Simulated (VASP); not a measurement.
A run of VASP 6.6.1 is set up as follows.

Contents of INCAR:

```
PREC = Accurate ; ENCUT = 520
EDIFF = 1E-7 ; ISMEAR = -1
SIGMA = 0.05 ; LREAL = False
LASPH = True ; NELM = 150
ALGO = Fast ; ISIF = 2
LWAVE = False ; LCHARG = False
ISPIN = 2 ; MAGMOM = -2.03 2.33
LORBIT = 11 ; LMAXMIX = 4
GGA = PE ; NBANDS = 24
```

Contents of KPOINTS:

```
Automatic mesh
0
Gamma
  12 12 6
```

The input POSCAR:

```
V
1.0
    2.6042941027      0.0000000000      0.0000000000
   -1.3021470513      2.2553848518      0.0000000000
    0.0000000000      0.0000000000      4.7233360000
V
2
Direct
    0.3333333333      0.6666666667      0.2500000000
    0.6666666667      0.3333333333      0.7500000000
```

Potentials or basis: VASP PAW PBE potentials, release 64 (V_sv).

Run with:

```bash
$ cat potpaw_PBE.64/V_sv/POTCAR > POTCAR
$ mpirun -np 1 vasp_std > vasp.out
```

What does it give for the net moment?

0.00 μB per cell.

Estimate the pressure.

-0.3 GPa.

Estimate the band gap on the k mesh.

zero (filled and empty bands overlap).

Stress tensor (GPa, compression positive):
```
 0.05  0.00  0.00
 0.00  0.05  0.00
 0.00  0.00 -1.09
```
